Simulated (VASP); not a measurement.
# Si62As (a cell with a defect) in VASP: single point with PBE+D3(BJ)

Aim: the single point of Si62As (a cell with a defect) with PBE+D3(BJ).

Program: VASP 6.6.1. These are calculated values, not measurements. Logs are shortened: lines on timing, memory, paths and dates and some standing lists are left out, and cuts for length are marked.

### 1 The cell of the first run

The cell holds a defect, 63 atoms: a = 10.860 Å, b = 10.860 Å, c = 10.860 Å, α = 90.00°, β = 90.00°, γ = 90.00°.

### 2 Single point, PBE+D3(BJ), collinear spin, zero start

File INCAR:

```
  ALGO = Normal
  EDIFF = 1E-6
  ENCUT = 520
  GGA = PE
  ISIF = 2
  ISMEAR = -1
  ISPIN = 2
  IVDW = 12
  LASPH = True
  LCHARG = False
  LORBIT = 11
  LREAL = Auto
  LWAVE = False
  MAGMOM = 0 0 0 0 0 0 0 0 0 0 0 0 0 0 0 0 0 0 0 0 0 0 0 0 0 0 0 0 0 0 0 0 0 0 0 0 0 0 0 0 0 0 0 0 0 0 0 0 0 0 0 0 0 0 0 0 0 0 0 0 0 0 0
  NBANDS = 168
  NELM = 150
  PREC = Accurate
  SIGMA = 0.05
```

File KPOINTS:

```
k-points
0
Gamma
  1 1 1
```

File POSCAR:

```
Si62As
1.0
   10.8600000000      0.0000000000      0.0000000000
    0.0000000000     10.8600000000      0.0000000000
    0.0000000000      0.0000000000     10.8600000000
Si As
62 1
Direct
    0.5002878453     -0.0017069061     -0.0004829650
    0.6236079190      0.1236971455      0.1262900552
    0.7516204420      0.2467972376     -0.0000232965
    0.8743880295      0.3738186004      0.1249405157
    0.7524541436      0.0058518416      0.2558977901
    0.8724046041      0.1356067219      0.3859246777
    0.0032689687     -0.0022365562     -0.0008435543
    0.1233806630      0.1251354512      0.1267992634
    0.2483833333      0.2512117864      0.0014733886
    0.3804527624      0.3767997238      0.1193460405
    0.5112085635      0.4965157459     -0.0111659300
    0.6264195212      0.6228585635      0.1222860958
    0.7516608656      0.7532046961      0.0030336096
    0.8763500000      0.8799123389      0.1294592081
    0.2497608656     -0.0008864641      0.2495976980
    0.3738569061      0.1243078269      0.3748616943
    0.4991502762      0.2491054328      0.2487065378
    0.6235430018      0.3747613260      0.3748460405
    0.7497527624      0.4989232044      0.2497743094
    0.8758439227      0.6225509208      0.3751647330
    0.5002641805     -0.0038142726      0.4961292818
    0.6215401473      0.1212918048      0.6246502762
    0.7436807551      0.2594610497      0.5130264273
    0.7497131676     -0.0006980663      0.7498379374
    0.8757988950      0.1228355433      0.8754769797
   -0.0020546961      0.4991508287     -0.0013588398
    0.1246876611      0.6255356354      0.1237214549
    0.2524832413      0.7473187845     -0.0016073665
    0.3747291897      0.8740071823      0.1247162983
   -0.0012007366      0.2505270718      0.2522320442
    0.1267004604      0.3759332413      0.3733000000
    0.2542054328      0.5006266114      0.2462813996
    0.3741791897      0.6276748619      0.3755931860
    0.5010444751      0.7475807551      0.2474658379
    0.6263006446      0.8726193370      0.3726379374
   -0.0009547882      0.0025305709      0.5005408840
    0.1202639963      0.1300340700      0.6259951197
    0.2492250460      0.2497702578      0.4995387661
    0.3745380295      0.3737982505      0.6246522099
    0.4999255064      0.4988844383      0.4997568140
    0.6268686004      0.6231501842      0.6227203499
    0.7523643646      0.7480008287      0.5000377532
    0.8750871087      0.8753705341      0.6244548803
    0.2488368324      0.0014111418      0.7493463168
    0.3718417127      0.1245437385      0.8788195212
    0.4974090239      0.2455913444      0.7486626151
    0.6350631676      0.3669609576      0.8627902394
    0.8750437385      0.6297962247      0.8790035912
    0.0003563536      0.7494792818      0.2501629834
    0.1233595764      0.8762400552      0.3755723757
   -0.0010687845      0.4982498158      0.5009861878
    0.1235108656      0.6226484346      0.6249918969
    0.2482034991      0.7505445672      0.5010486188
    0.3747974217      0.8751939227      0.6247820442
   -0.0088414365      0.2561027624      0.7511360958
    0.1231572744      0.3756659300      0.8738817680
    0.2505662983      0.4994337017      0.7498250460
    0.3783194291      0.6227813076      0.8733865562
    0.5032013812      0.7475856354      0.7482100368
    0.6256327808      0.8739604972      0.8747082873
   -0.0016545120      0.7481571823      0.7487816759
    0.1264888582      0.8721559853      0.8738754144
    0.8259127993      0.4070091160      0.6694481584
```

Potentials or basis: VASP PAW PBE potentials, release 64 (Si, As).

Run with:

```sh
$ cat potpaw_PBE.64/Si/POTCAR potpaw_PBE.64/As/POTCAR > POTCAR
$ mpirun -np 1 vasp_gam > vasp.out
```

OUTCAR:

```text
EDIFF = 1E-6
   ENCUT = 520
   GGA = PE
   ISIF = 2
   ISMEAR = -1
   ISPIN = 2
   IVDW = 12
   LASPH = True
   LORBIT = 11
   LREAL = Auto
   NELM = 150
   PREC = Accurate
 IVDW          = 12

 ion  position               nearest neighbor table
   1  0.500  0.998  1.000-  60 2.35  29 2.35   2 2.35  45 2.35
   2  0.624  0.124  0.126-  17 2.33   1 2.35   5 2.36   3 2.37
   3  0.752  0.247  1.000-  25 2.34   4 2.35  47 2.35   2 2.37
   4  0.874  0.374  0.125-  19 2.35   3 2.35  30 2.35  26 2.35
   5  0.752  0.006  0.256-  14 2.36   2 2.36  35 2.36   6 2.38
   6  0.872  0.136  0.386-  36 2.35  30 2.36  23 2.38   5 2.38
[... 32 lines left out ...]
  39  0.375  0.374  0.625-  38 2.35  57 2.35  46 2.35  40 2.35
  40  0.500  0.499  0.500-  18 2.34  41 2.35  39 2.35  33 2.37
  41  0.627  0.623  0.623-  42 2.34  59 2.34  40 2.35
  42  0.752  0.748  0.500-  41 2.34  20 2.34  43 2.35  35 2.37
  43  0.875  0.875  0.624-  42 2.35  24 2.35  61 2.35  36 2.35
  44  0.249  0.001  0.749-  45 2.36  62 2.36  54 2.36  37 2.39
  45  0.372  0.125  0.879-   9 2.34   1 2.35  44 2.36  46 2.36
  46  0.497  0.246  0.749-  22 2.34  47 2.35  39 2.35  45 2.36
  47  0.635  0.367  0.863-  46 2.35   3 2.35  11 2.38  63 2.98
  48  0.875  0.630  0.879-  13 2.33  61 2.33  26 2.34
  49  0.000  0.749  0.250-  27 2.35  50 2.35  14 2.35  20 2.36
  50  0.123  0.876  0.376-  49 2.35  15 2.35  36 2.35  53 2.36
  51  0.999  0.498  0.501-  52 2.34  20 2.34  31 2.37  63 2.80
  52  0.124  0.623  0.625-  51 2.34  61 2.35  57 2.35  53 2.36
  53  0.248  0.751  0.501-  33 2.35  54 2.35  50 2.36  52 2.36
  54  0.375  0.875  0.625-  53 2.35  21 2.35  44 2.36  59 2.38
  55  0.991  0.256  0.751-  25 2.34  56 2.35  37 2.38  63 2.59
  56  0.123  0.376  0.874-  26 2.34  55 2.35  57 2.35   9 2.37
  57  0.251  0.499  0.750-  58 2.35  39 2.35  52 2.35  56 2.35
  58  0.378  0.623  0.873-  57 2.35  59 2.35  11 2.35  28 2.35
  59  0.503  0.748  0.748-  41 2.34  58 2.35  60 2.35  54 2.38
  60  0.626  0.874  0.875-  24 2.35   1 2.35  13 2.35  59 2.35
  61  0.998  0.748  0.749-  48 2.33  52 2.35  43 2.35  62 2.37
  62  0.126  0.872  0.874-   7 2.35  28 2.35  44 2.36  61 2.37
  63  0.826  0.407  0.669-  23 2.50  55 2.59  51 2.80  47 2.98

  LATTYP: Found a simple cubic cell.
 ALAT       =    10.8600000000

  Lattice vectors:

 A1 = (  10.8600000000,   0.0000000000,   0.0000000000)
 A2 = (   0.0000000000,  10.8600000000,   0.0000000000)
 A3 = (   0.0000000000,   0.0000000000,  10.8600000000)

Analysis of symmetry for initial positions (statically):
=====================================================================
 Subroutine PRICEL returns:
 Original cell was already a primitive cell.

 Routine SETGRP: Setting up the symmetry group for a
 simple cubic supercell.

 Subroutine GETGRP returns: Found  1 space group operations
 (whereof  1 operations were pure point group operations)
 out of a pool of 48 trial point group operations.

The static configuration has the point symmetry C_1 .

Analysis of symmetry for dynamics (positions and initial velocities):
=====================================================================
 Subroutine PRICEL returns:
 Original cell was already a primitive cell.

 Routine SETGRP: Setting up the symmetry group for a
 simple cubic supercell.

 Subroutine GETGRP returns: Found  1 space group operations
 (whereof  1 operations were pure point group operations)
 out of a pool of 48 trial point group operations.

The dynamic configuration has the point symmetry C_1 .

Analysis of structural, dynamic, and magnetic symmetry:
=====================================================================
 Subroutine PRICEL returns:
 Original cell was already a primitive cell.

 Routine SETGRP: Setting up the symmetry group for a
 simple cubic supercell.

 Subroutine GETGRP returns: Found  1 space group operations
 (whereof  1 operations were pure point group operations)
 out of a pool of 48 trial point group operations.

The overall configuration has the point symmetry C_1 .

 Subroutine INISYM returns: Found  1 space group operations
 (whereof  1 operations are pure point group operations),
 and found     1 'primitive' translations

----------------------------------------------------------------------------------------

                                     Primitive cell

  volume of cell :    1280.8241
[... 192 lines left out ...]
   NFREE  =      0    steps in history (QN), initial steepest desc. (CG)
   ISIF   =      2    stress and relaxation
   ISYM   =      2    0-nonsym 1-usesym 2-fastsym
   POTIM  = 0.5000    time-step for ionic-motion
   TEBEG  =    0.0;   TEEND  =   0.0 temperature during run
   PSTRESS=    0.0 pullay stress
   NELECT =     253.0000    total number of electrons
   NUPDOWN=      -1.0000    fix difference up-down
   EMIN   =  10.00;   EMAX   =-10.00  energy-range for DOS
   EFERMI =   0.00;   METHOD = LEGACY
   ISMEAR =    -1;   SIGMA  =   0.05  broadening in eV -4-tet -1-fermi 0-gaus
   EFERMI_NEDOS =   21; number of points for ismear=-14 and -15
   IALGO  =     38    algorithm
   IMIX   =      4    mixing-type and parameters
     AMIX     =   0.40;   BMIX     =  1.00
     AMIX_MAG =   1.60;   BMIX_MAG =  1.00
  volume/ion in A,a.u.               =      20.33       137.20
  Fermi-wavevector in a.u.,A,eV,Ry     =   0.953422  1.801706 12.367880  0.909014
  Thomas-Fermi vector in A             =   2.082076
   LORBIT       =     11    0 simple, 1 ext, 2 COOP (PROOUT), +10 PAW based schemes
   GGA     = PE    functional components
   LHFCALC =     F    Hartree Fock is set to
   AEXX    =    0.0000 exact exchange contribution
   IVDW    =    12    specifies the selected vdW correction
   LEPSILON=     F    determine dielectric tensor
   LRPA    =     F    only Hartree local field effects (RPA)
 spin polarized calculation
  energy-cutoff  :      520.00
  volume of cell :     1280.82
 maximum number of plane-waves:     17229
 NGX is ok and might be reduce to    84
   NGX = 41   NGY = 41   NGZ = 41

 number of electron     252.9999993 magnetization       0.0000049

 number of electron     252.9999993 magnetization      -0.0003867

 Free energy of the ion-electron system (eV)
  ---------------------------------------------------
  ext. energy  EPLUGINS =         0.00000000
  ---------------------------------------------------
  free energy    TOTEN  =      -331.67171409 eV

  energy without entropy =     -331.54813750  energy(sigma->0) =     -331.60992579

 E-fermi :   6.1790     XC(G=0):  -9.3533

 val. band max:        5.8420044077   @ k =   0.0000   0.0000   0.0000
 cond. band min:       6.2155542915   @ k =   0.0000   0.0000   0.0000
 fundamental gap:      0.3735498838
 Fermi energy:         6.1790025318

 spin component 1

 k-point     1 :       0.0000    0.0000    0.0000
  band No.  band energies     occupation
      1      -6.2620      1.00000
      2      -5.5273      1.00000
      3      -5.1661      1.00000
      4      -5.1546      1.00000
      5      -5.1525      1.00000
      6      -5.1498      1.00000
[... 130 lines left out ...]
    137       6.9017      0.00000
    138       6.9287      0.00000
 Fermi energy:         6.1790025318

 spin component 2

 k-point     1 :       0.0000    0.0000    0.0000
  band No.  band energies     occupation
      1      -6.2620      1.00000
      2      -5.5274      1.00000
      3      -5.1661      1.00000
      4      -5.1546      1.00000
      5      -5.1525      1.00000
      6      -5.1498      1.00000
[... 130 lines left out ...]
    137       6.9017      0.00000
    138       6.9287      0.00000
 [bands above 138 left out]

------------------------ aborting loop because EDIFF is reached ----------------------------------------

 Edisp (eV)  -19.89588

 E6    (eV) :   -11.6451

 E8    (eV) :    -8.2508

  FORCE on cell =-STRESS in cart. coord.  units (eV):
  Direction    XX          YY          ZZ          XY          YZ          ZX
  --------------------------------------------------------------------------------------
  -------------------------------------------------------------------------------------
  Total      -5.36414    -2.58246    -4.63310     0.53865     1.37001    -0.63252
  in kB      -6.70998    -3.23039    -5.79552     0.67379     1.71374    -0.79122
  external pressure =       -5.25 kB  Pullay stress =        0.00 kB

 VOLUME and BASIS-vectors are now :
 -----------------------------------------------------------------------------
  energy-cutoff  :      520.00
  volume of cell :     1280.82
      direct lattice vectors                 reciprocal lattice vectors
    10.860000000  0.000000000  0.000000000     0.092081031  0.000000000  0.000000000
     0.000000000 10.860000000  0.000000000     0.000000000  0.092081031  0.000000000
     0.000000000  0.000000000 10.860000000     0.000000000  0.000000000  0.092081031

 POSITION                                       TOTAL-FORCE (eV/Angst)
 -----------------------------------------------------------------------------------
      5.43313     10.84146     10.85476        -0.000353      0.012574      0.003543
      6.77238      1.34335      1.37151        -0.016173      0.005890      0.009356
      8.16260      2.68022     10.85975         0.023823     -0.003809      0.007761
      9.49585      4.05967      1.35685        -0.003078     -0.000128      0.011417
      8.17165      0.06355      2.77905        -0.004530     -0.022301     -0.022259
      9.47431      1.47269      4.19114         0.009268     -0.059793     -0.058090
[... 55 lines left out ...]
      1.37367      9.47161      9.49029        -0.003461      0.006679      0.017402
      8.96941      4.42012      7.27021         0.765070     -0.316755     -0.453328
 -----------------------------------------------------------------------------------
    total drift:                               -0.005678     -0.039126     -0.006321

  FREE ENERGIE OF THE ION-ELECTRON SYSTEM (eV)
  ---------------------------------------------------
  free  energy   TOTEN  =      -351.5675917446 eV

  energy  without entropy=     -351.4440151549  energy(sigma->0) =     -351.50580345

 total charge

# of ion       s       p       d       tot
------------------------------------------
    1        0.739   0.958   0.000   1.697
    2        0.743   0.949   0.000   1.693
    3        0.743   0.951   0.000   1.693
    4        0.739   0.959   0.000   1.698
    5        0.745   0.938   0.000   1.683
    6        0.741   0.941   0.000   1.682
[... 55 lines left out ...]
   62        0.744   0.945   0.000   1.689
   63        1.335   1.304   0.033   2.672
--------------------------------------------------
tot         47.400  59.933   0.033 107.366

 magnetization (x)

# of ion       s       p       d       tot
------------------------------------------
    1        0.000  -0.000   0.000  -0.000
    2       -0.000  -0.000   0.000  -0.000
    3       -0.000  -0.000   0.000  -0.000
    4        0.000   0.000   0.000   0.000
    5       -0.000  -0.000   0.000  -0.000
    6       -0.000  -0.000   0.000  -0.000
[... 55 lines left out ...]
   62       -0.000  -0.000   0.000  -0.000
   63       -0.000   0.000  -0.000  -0.000
--------------------------------------------------
tot         -0.000  -0.000  -0.000  -0.000
```

Wall time 12 min (1 thread of Intel Xeon Platinum 8259CL at 2.50GHz (Skylake/Cascade Lake), shared host); peak memory 1.4 GiB.

Results:

- Free energy: -351.5676 eV
- Pressure: -0.5 GPa
- Largest force: 0.944 eV/Å
- Net moment: 0.00 μB per cell
- Valence electrons inside the program's atomic spheres: Si 1.70, 1.69, 1.68, 1.66, 1.65, 1.64 (each value once); As 2.67
- Dispersion energy per atom: -0.316 eV

Forces on the atoms (eV/Å):
```
Si   0.000  0.013  0.004
Si  -0.016  0.006  0.009
Si   0.024 -0.004  0.008
Si  -0.003  0.000  0.011
Si  -0.005 -0.022 -0.022
Si   0.009 -0.060 -0.058
Si  -0.017  0.004  0.001
Si   0.004 -0.001 -0.002
Si  -0.004  0.010 -0.013
Si  -0.053 -0.010  0.051
Si  -0.077  0.023  0.077
Si  -0.003  0.006  0.018
Si  -0.012  0.006 -0.002
Si  -0.003 -0.014 -0.005
Si  -0.002  0.003  0.000
Si  -0.006 -0.002  0.003
Si   0.000  0.024  0.019
Si   0.019  0.006  0.016
Si   0.000  0.010  0.004
Si   0.006  0.009 -0.001
Si  -0.005  0.013  0.022
Si   0.024  0.010 -0.001
Si   0.059 -0.093 -0.098
Si   0.000  0.001  0.007
Si   0.022 -0.010  0.001
Si  -0.006 -0.014 -0.011
Si  -0.009  0.019 -0.003
Si   0.003  0.004 -0.002
Si  -0.002  0.002  0.004
Si   0.006 -0.003 -0.009
Si  -0.056 -0.008  0.055
Si  -0.048  0.003  0.045
Si   0.015 -0.007  0.010
Si  -0.001  0.009  0.008
Si  -0.011  0.001  0.009
Si   0.007 -0.006  0.000
Si  -0.036  0.026  0.007
Si  -0.012  0.000  0.005
Si  -0.014 -0.001  0.000
Si   0.021 -0.008  0.034
Si  -0.083  0.119  0.038
Si  -0.002  0.004  0.012
Si  -0.006  0.003  0.004
Si  -0.033  0.030 -0.010
Si   0.003  0.004 -0.003
Si   0.010  0.023 -0.018
Si  -0.090  0.041  0.127
Si  -0.008  0.032  0.011
Si  -0.012  0.005  0.002
Si   0.007 -0.003  0.004
Si  -0.149 -0.023  0.128
Si  -0.003  0.004 -0.003
Si   0.008 -0.003  0.006
Si  -0.031  0.026  0.010
Si  -0.097  0.050 -0.038
Si  -0.014 -0.015 -0.010
Si  -0.015 -0.001  0.000
Si  -0.016  0.006 -0.005
Si  -0.042  0.046 -0.010
Si  -0.006  0.010 -0.003
Si   0.001  0.009 -0.008
Si  -0.003  0.007  0.017
As   0.765 -0.317 -0.453
```

Levels at points of the mesh, in eV from the Fermi level:
Spin up:
| k point | band 122 | band 123 | band 124 | band 125 | band 126 | band 127 | band 128 | band 129 | band 130 | band 131 |
| --- | --- | --- | --- | --- | --- | --- | --- | --- | --- | --- |
| (0.00, 0.00, 0.00) | -1.56 | -0.93 | -0.87 | -0.83 | -0.34 | 0.04 | 0.09 | 0.19 | 0.25 | 0.27 |
Spin down:
```tsv
k point	band 122	band 123	band 124	band 125	band 126	band 127	band 128	band 129	band 130	band 131
(0.00, 0.00, 0.00)	-1.56	-0.93	-0.87	-0.83	-0.34	0.04	0.09	0.19	0.25	0.27
```

Caveat: the k points lie up to 0.58 Å⁻¹ apart; no moment was typed at the start, so none could form.
